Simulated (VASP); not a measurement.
Set up this calculation in VASP 6.6.1, as the native input.

```yaml
Task: single point
Functional: PBEsol
Potentials_or_basis: VASP PAW PBE potentials, release 64 (Zn, O)
Cutoff: 520 eV
k_mesh: 8 × 8 × 6
Occupations: gaussian, width 0.05 eV
Spin: no spin polarisation
Dipole_correction: no
Further_INCAR_settings: ALGO = Normal; EDIFF = 1e-06; NBANDS = 26
```

The structure of ZnO lies in POSCAR:

```
ZnO
1.0
    3.2100577789      0.0000000000      0.0000000000
   -1.6050288894      2.7799915841      0.0000000000
    0.0000000000      0.0000000000      5.1761641821
Zn O
2 2
Direct
    0.3333333333      0.6666666667      0.0014489168
    0.6666666667      0.3333333333      0.5014489168
    0.3333333333      0.6666666667      0.3806510832
    0.6666666667      0.3333333333      0.8806510832
```

This cell differs from its parent crystal: volume scaled by 0.98.

One way to write it, as run:

INCAR

```
ALGO = Normal
EDIFF = 1E-6
ENCUT = 520
GGA = PS
ISIF = 2
ISMEAR = 0
LASPH = T
LCHARG = T
LELF = T
LREAL = F
LVHAR = T
LWAVE = F
NBANDS = 26
NELM = 80
PREC = Accurate
SIGMA = 0.05
```

KPOINTS

```
k-points
0
Gamma
  8 8 6
```

Potentials or basis: VASP PAW PBE potentials, release 64 (Zn, O).

Launch:

```sh
$ cat potpaw_PBE.64/Zn/POTCAR potpaw_PBE.64/O/POTCAR > POTCAR
$ mpirun -np 1 vasp_std > vasp.out
```

Results of the run:

| Property | Result |
| --- | --- |
| Pressure | 4.0 GPa |
| Band gap on the k mesh | 0.72 eV, direct |

Caveat: the PAW data sets were made with another functional, which shifts forces and pressure a little.

Wall time 34 s on 1 thread of Intel(R) Xeon(R) Platinum 8259CL CPU @ 2.50GHz (Skylake/Cascade Lake), on a shared host, peak memory 0.18 GiB.
